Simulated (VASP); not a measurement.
# NbPdSe4 (P4/mmm) in VASP: relaxation of cell and atoms with PBE

Aim: the relaxation of cell and atoms of NbPdSe4 with PBE.

Program: VASP 6.6.1. These are calculated values, not measurements. Logs are shortened: lines on timing, memory, paths and dates and some standing lists are left out, and cuts for length are marked.

## Step 1: The cell of the first run

It takes space group P4/mmm (No. 123, tetragonal). The conventional cell has a = 3.128 Å, b = 3.128 Å, c = 13.935 Å, α = 90.00°, β = 90.00°, γ = 90.00°. Nb (site symmetry 4/mmm) has 8 Se at 2.73 Å and 4 Nb at 3.13 Å within 3.6 Å. Pd (site symmetry 4/mmm) has 8 Se at 2.77 Å and 4 Pd at 3.13 Å within 3.7 Å. Se (site symmetry 4mm) has 4 Nb at 2.73 Å and 6 Se at 3.13 to 3.70 Å within 3.8 Å. Within 3.8 Å of Se (site symmetry 4mm) lie 4 Pd at 2.77 Å and 6 Se at 3.13 to 3.70 Å.

The cell was built from a structure type or drawn by symmetry, and may not be a known phase.

## Step 2: Relaxation of cell and atoms, PBE

INCAR

```
SYSTEM = NbPdSe4
  ALGO = Normal
  EDIFF = 1E-7
  EDIFFG = -0.01
  ENCUT = 600
  GGA = PE
  IBRION = 2
  ISIF = 3
  ISMEAR = 0
  LASPH = .TRUE.
  LCHARG = .FALSE.
  LREAL = .FALSE.
  LWAVE = .FALSE.
  NELM = 80
  NSW = 100
  PREC = Accurate
  SIGMA = 0.1
```

KPOINTS

```
k-points
0
G
  12 12 4
  0 0 0
```

POSCAR

```
NbPdSe4
1.0
    3.1279221476      0.0000000000      0.0000000000
    0.0000000000      3.1279221476      0.0000000000
    0.0000000000      0.0000000000     13.9353053531
Nb Pd Se
1 1 4
Direct
    0.0000000000      0.0000000000      0.5000000000
    0.0000000000      0.0000000000      0.0000000000
    0.5000000000      0.5000000000      0.3854270967
    0.5000000000      0.5000000000      0.8803019300
    0.5000000000      0.5000000000      0.1196980700
    0.5000000000      0.5000000000      0.6145729033
```

Potentials or basis: VASP PAW PBE potentials, release 64 (Nb_sv, Pd, Se).

On the command line:

```console
$ cat potpaw_PBE.64/Nb_sv/POTCAR potpaw_PBE.64/Pd/POTCAR potpaw_PBE.64/Se/POTCAR > POTCAR
$ mpirun -np 1 vasp_std > vasp.out
```

OUTCAR:

```text
SYSTEM = NbPdSe4
   EDIFF = 1E-7
   EDIFFG = -0.01
   ENCUT = 600
   GGA = PE
   IBRION = 2
   ISIF = 3
   ISMEAR = 0
   LASPH = .TRUE.
   LREAL = .FALSE.
   NELM = 80
   NSW = 100
   PREC = Accurate

 ion  position               nearest neighbor table
   1  0.000  0.000  0.500-   3 2.73   6 2.73   3 2.73   6 2.73   3 2.73   6 2.73   3 2.73   6 2.73

   2  0.000  0.000  0.000-   4 2.77   5 2.77   4 2.77   5 2.77   4 2.77   5 2.77   4 2.77   5 2.77

   3  0.500  0.500  0.385-   1 2.73   1 2.73   1 2.73   1 2.73
   4  0.500  0.500  0.880-   2 2.77   2 2.77   2 2.77   2 2.77
   5  0.500  0.500  0.120-   2 2.77   2 2.77   2 2.77   2 2.77
   6  0.500  0.500  0.615-   1 2.73   1 2.73   1 2.73   1 2.73

  LATTYP: Found a simple tetragonal cell.
 ALAT       =     3.1279221476
 C/A-ratio  =     4.4551317762

  Lattice vectors:

 A1 = (   3.1279221476,   0.0000000000,   0.0000000000)
 A2 = (   0.0000000000,   3.1279221476,   0.0000000000)
 A3 = (   0.0000000000,   0.0000000000,  13.9353053531)

Analysis of symmetry for initial positions (statically):
=====================================================================
 Subroutine PRICEL returns:
 Original cell was already a primitive cell.

 Routine SETGRP: Setting up the symmetry group for a
 simple tetragonal supercell.

 Subroutine GETGRP returns: Found 16 space group operations
 (whereof 16 operations were pure point group operations)
 out of a pool of 16 trial point group operations.

The static configuration has the point symmetry D_4h.

Analysis of symmetry for dynamics (positions and initial velocities):
=====================================================================
 Subroutine PRICEL returns:
 Original cell was already a primitive cell.

 Routine SETGRP: Setting up the symmetry group for a
 simple tetragonal supercell.

 Subroutine GETGRP returns: Found 16 space group operations
 (whereof 16 operations were pure point group operations)
 out of a pool of 16 trial point group operations.

The dynamic configuration has the point symmetry D_4h.

 Subroutine INISYM returns: Found 16 space group operations
 (whereof 16 operations are pure point group operations),
 and found     1 'primitive' translations

----------------------------------------------------------------------------------------

                                     Primitive cell

  volume of cell :     136.3416

  direct lattice vectors                    reciprocal lattice vectors
     3.127922148  0.000000000  0.000000000     0.319701052  0.000000000  0.000000000
     0.000000000  3.127922148  0.000000000     0.000000000  0.319701052  0.000000000
     0.000000000  0.000000000 13.935305353     0.000000000  0.000000000  0.071760179

  length of vectors
     3.127922148  3.127922148 13.935305353     0.319701052  0.319701052  0.071760179

  position of ions in fractional coordinates (direct lattice)
     0.000000000  0.000000000  0.500000000
     0.000000000  0.000000000  0.000000000
     0.500000000  0.500000000  0.385427097
     0.500000000  0.500000000  0.880301930
     0.500000000  0.500000000  0.119698070
     0.500000000  0.500000000  0.614572903

  ion indices of the primitive-cell ions
   primitive index   ion index
                 1           1
                 2           2
                 3           3
                 4           4
                 5           5
                 6           6

----------------------------------------------------------------------------------------

 KPOINTS: k-points

Automatic generation of k-mesh.
 Grid dimensions read from file:
 generate k-points for:   12   12    4

 Generating k-lattice:

  Cartesian coordinates                     Fractional coordinates (reciprocal lattice)
     0.026641754  0.000000000  0.000000000     0.083333333  0.000000000  0.000000000
     0.000000000  0.026641754  0.000000000     0.000000000  0.083333333  0.000000000
     0.000000000  0.000000000  0.017940045     0.000000000  0.000000000  0.250000000

  Length of vectors
     0.026641754  0.026641754  0.017940045

  Shift w.r.t. Gamma in fractional coordinates (k-lattice)
     0.000000000  0.000000000  0.000000000

 Subroutine IBZKPT returns following result:
 ===========================================

 Found     84 irreducible k-points:

 Following reciprocal coordinates:
            Coordinates               Weight
  0.000000  0.000000  0.000000      1.000000
  0.083333  0.000000  0.000000      4.000000
  0.166667  0.000000  0.000000      4.000000
  0.250000  0.000000  0.000000      4.000000
  0.333333  0.000000  0.000000      4.000000
  0.416667  0.000000  0.000000      4.000000
[... 16 lines left out ...]
  0.333333  0.333333  0.000000      4.000000
  0.416667  0.333333  0.000000      8.000000
 [... further k-points ...]
   k-points           NKPTS =     84   k-points in BZ     NKDIM =     84   number of bands    NBANDS=     28
   number of dos      NEDOS =    301   number of ions     NIONS =      6
   total plane-waves  NPLWV =  87808
   dimension x,y,z NGX =    28 NGY =   28 NGZ =  112
   dimension x,y,z NGXF=    56 NGYF=   56 NGZF=  224
   ions per type =               1   1   4
   NGX,Y,Z   is equivalent  to a cutoff of  14.88, 14.88, 13.36 a.u.
   NGXF,Y,Z  is equivalent  to a cutoff of  29.76, 29.76, 26.72 a.u.
 SYSTEM =  NbPdSe4
   PREC   = accura    normal or accurate (medium, high low for compatibility)
   ISTART =      0    job   : 0-new  1-cont  2-samecut
   ICHARG =      2    charge: 1-file 2-atom 10-const
   ISPIN  =      1    spin polarized calculation?
   LNONCOLLINEAR =      F non collinear calculations
   LSORBIT =      F    spin-orbit coupling
   LASPH  =      T    aspherical Exc in radial PAW
   ENCUT  =  600.0 eV  44.10 Ry    6.64 a.u.   6.25  6.25 27.83*2*pi/ulx,y,z
   NELM   =     80;   NELMIN=  2; NELMDL= -5     # of ELM steps
   EDIFF  = 0.1E-06   stopping-criterion for ELM
   LREAL  =      F    real-space projection
   EDIFFG = -.1E-01   stopping-criterion for IOM
   NSW    =    100    number of steps for IOM
   IBRION =      2    ionic relax: 0-MD 1-quasi-New 2-CG
   NFREE  =      1    steps in history (QN), initial steepest desc. (CG)
   ISIF   =      3    stress and relaxation
   ISYM   =      2    0-nonsym 1-usesym 2-fastsym
   POTIM  = 0.5000    time-step for ionic-motion
   TEBEG  =    0.0;   TEEND  =   0.0 temperature during run
   PSTRESS=    0.0 pullay stress
   NELECT =      47.0000    total number of electrons
   NUPDOWN=      -1.0000    fix difference up-down
   EMIN   =  10.00;   EMAX   =-10.00  energy-range for DOS
   EFERMI =   0.00;   METHOD = LEGACY
   ISMEAR =     0;   SIGMA  =   0.10  broadening in eV -4-tet -1-fermi 0-gaus
   EFERMI_NEDOS =   21; number of points for ismear=-14 and -15
   IALGO  =     38    algorithm
   IMIX   =      4    mixing-type and parameters
     AMIX     =   0.40;   BMIX     =  1.00
     AMIX_MAG =   1.60;   BMIX_MAG =  1.00
  volume/ion in A,a.u.               =      22.72       153.35
  Fermi-wavevector in a.u.,A,eV,Ry     =   1.147884  2.169186 17.927549  1.317638
  Thomas-Fermi vector in A             =   2.284562
   LORBIT       =      0    0 simple, 1 ext, 2 COOP (PROOUT), +10 PAW based schemes
   GGA     = PE    functional components
   LHFCALC =     F    Hartree Fock is set to
   AEXX    =    0.0000 exact exchange contribution
   IVDW    =     0    specifies the selected vdW correction
   LEPSILON=     F    determine dielectric tensor
   LRPA    =     F    only Hartree local field effects (RPA)
 conjugate gradient relaxation of ions
 non-spin polarized calculation
 Gauss-broadening in eV      SIGMA  =   0.10
  energy-cutoff  :      600.00
  volume of cell :      136.34
 maximum number of plane-waves:      4582
 NGX is ok and might be reduce to    28
   NGX = 13   NGY = 13   NGZ = 55

--------------------------------------- Ionic step        1  -------------------------------------------

 number of electron      47.0000000 magnetization

 Free energy of the ion-electron system (eV)
  ---------------------------------------------------
  ext. energy  EPLUGINS =         0.00000000
  ---------------------------------------------------
  free energy    TOTEN  =       -30.94012343 eV

  energy without entropy =      -30.91320344  energy(sigma->0) =      -30.92666344

------------------------ aborting loop because EDIFF is reached ----------------------------------------

  FORCE on cell =-STRESS in cart. coord.  units (eV):
  Direction    XX          YY          ZZ          XY          YZ          ZX
  --------------------------------------------------------------------------------------
  -------------------------------------------------------------------------------------
  Total       -0.0668016     -0.0668016      0.2530909      0.0000000      0.0000000      0.0000000
  in kB       -0.7849987     -0.7849987      2.9741221      0.0000000      0.0000000      0.0000000
  external PRESSURE =       0.4680416 kB  Pullay stress =       0.0000000 kB
[... 101 lines left out ...]
  FREE ENERGIE OF THE ION-ELECTRON SYSTEM (eV)
  ---------------------------------------------------
  free  energy   TOTEN  =       -30.9409051709 eV

  energy  without entropy=      -30.9139535060  energy(sigma->0) =      -30.92742934

[... ionic steps 4 to 11 ...]

--------------------------------------- Ionic step       12  -------------------------------------------

 number of electron      46.9999999 magnetization

------------------------ aborting loop because EDIFF is reached ----------------------------------------
[... 75 lines left out ...]
--------------------------------------- Ionic step       14  -------------------------------------------

 number of electron      47.0000000 magnetization

 Free energy of the ion-electron system (eV)
  ---------------------------------------------------
  ext. energy  EPLUGINS =         0.00000000
  ---------------------------------------------------
  free energy    TOTEN  =       -30.94343704 eV

  energy without entropy =      -30.91675445  energy(sigma->0) =      -30.93009575

 E-fermi :   4.8458     XC(G=0):  -9.7643

 val. band max:        4.8326294732   @ k =   0.4167   0.2500   0.5000
 cond. band min:       4.8514265216   @ k =   0.4167   0.0833   0.0000
 fundamental gap:      0.0187970484
 Fermi energy:         4.8457994817

 k-point     1 :       0.0000    0.0000    0.0000
  band No.  band energies     occupation
      1     -50.3419      2.00000
      2     -26.5319      2.00000
      3     -26.1637      2.00000
      4     -26.1637      2.00000
      5      -9.8100      2.00000
      6      -9.7352      2.00000
[... 733 lines left out ...]
     27       7.0531      0.00000
     28       7.4521      0.00000

 [... further k-points ...]

------------------------ aborting loop because EDIFF is reached ----------------------------------------

  FORCE on cell =-STRESS in cart. coord.  units (eV):
  Direction    XX          YY          ZZ          XY          YZ          ZX
  --------------------------------------------------------------------------------------
  -------------------------------------------------------------------------------------
  Total        0.0319893      0.0319893      0.0071652      0.0000000      0.0000000      0.0000000
  in kB        0.3681429      0.3681429      0.0824599      0.0000000      0.0000000      0.0000000
  external PRESSURE =       0.2729152 kB  Pullay stress =       0.0000000 kB
[... 21 lines left out ...]
  FREE ENERGIE OF THE ION-ELECTRON SYSTEM (eV)
  ---------------------------------------------------
  free  energy   TOTEN  =       -30.9434370428 eV

  energy  without entropy=      -30.9167544475  energy(sigma->0) =      -30.93009575

 reached required accuracy - stopping structural energy minimisation
```

Wall time 43 min (1 thread of AMD EPYC 9R45 (Zen 5), shared host); peak memory 0.57 GiB.

What came out:

```yaml
Free_energy: -30.9434 eV
Relaxed_volume: 23.20 Å³/atom
Relaxed_cell: a = 3.120 Å, b = 3.120 Å, c = 14.301 Å, α = 90.00°, β = 90.00°, γ = 90.00°
Space_group_after_relaxing_to_0.1_Å: P4/mmm (No. 123)
Energy_gained_by_relaxing: 0.6 meV/atom
Ionic_steps: 14
Pressure_after_relaxing: 0.0 GPa
Largest_force_after_relaxing: 0.006 eV/Å
Band_gap_on_the_k_mesh: zero (an odd number of electrons rules out a gap without spin polarisation)
```

Forces on the atoms (eV/Å):
```
Nb   0.000  0.000  0.000
Pd   0.000  0.000  0.000
Se   0.000  0.000  0.006
Se   0.000  0.000 -0.003
Se   0.000  0.000  0.003
Se   0.000  0.000 -0.006
```

The path:
```
step  energy change (eV)  largest force (eV/Å)  pressure (GPa)  volume (Å³)
   1              0.0000                0.0540            0.05       136.34
   2             -0.0007                0.0391           -0.04       136.47
   3             -0.0008                0.0427           -0.10       136.56
   4             -0.0010                0.0252            0.15       136.32
   5             -0.0010                0.0277            0.09       136.37
   6             -0.0013                0.0261            0.09       136.54
   7             -0.0019                0.0216            0.07       137.04
   8             -0.0023                0.0412            0.03       138.04
   9             -0.0026                0.0315           -0.02       138.32
  10             -0.0030                0.0419           -0.15       139.14
  11             -0.0033                0.0158            0.01       139.15
  12             -0.0033                0.0112            0.03       139.15
  13             -0.0033                0.0106            0.04       139.15
  14             -0.0033                0.0063            0.03       139.22
```

Final structure:
```yaml
crystal:
  lattice:
    - [3.12011, 0.00000, 0.00000]
    - [0.00000, 3.12011, 0.00000]
    - [0.00000, 0.00000, 14.30078]
  atoms:
    - { symbol: Nb, position: [0.00000, 0.00000, 0.50000] }
    - { symbol: Pd, position: [0.00000, 0.00000, 0.00000] }
    - { symbol: Se, position: [0.50000, 0.50000, 0.38744] }
    - { symbol: Se, position: [0.50000, 0.50000, 0.88333] }
    - { symbol: Se, position: [0.50000, 0.50000, 0.11667] }
    - { symbol: Se, position: [0.50000, 0.50000, 0.61256] }
```

Levels at points of the mesh, in eV from the Fermi level:
| k point | band 20 | band 21 | band 22 | band 23 | band 24 | band 25 | band 26 | band 27 |
| --- | --- | --- | --- | --- | --- | --- | --- | --- |
| (0.00, 0.00, 0.00) | -1.40 | 0.14 | 0.14 | 0.22 | 0.22 | 0.34 | 1.78 | 1.78 |
| (0.50, 0.00, 0.00) | -1.63 | -1.43 | -1.29 | 0.63 | 1.18 | 1.38 | 1.46 | 2.14 |
| (0.50, 0.50, 0.00) | -1.37 | -0.44 | -0.44 | -0.39 | 0.02 | 0.47 | 0.91 | 3.01 |
| (0.00, 0.00, 0.50) | -1.43 | 0.16 | 0.16 | 0.20 | 0.20 | 0.42 | 1.78 | 1.78 |
| (0.50, 0.00, 0.50) | -1.63 | -1.42 | -1.30 | 0.62 | 1.18 | 1.39 | 1.44 | 2.14 |
| (0.50, 0.50, 0.50) | -1.37 | -0.44 | -0.44 | -0.07 | 0.02 | 0.02 | 1.05 | 2.99 |

Caveat: this functional lacks dispersion, which binds the layers, so the pressure and a relaxed spacing across them are unreliable.
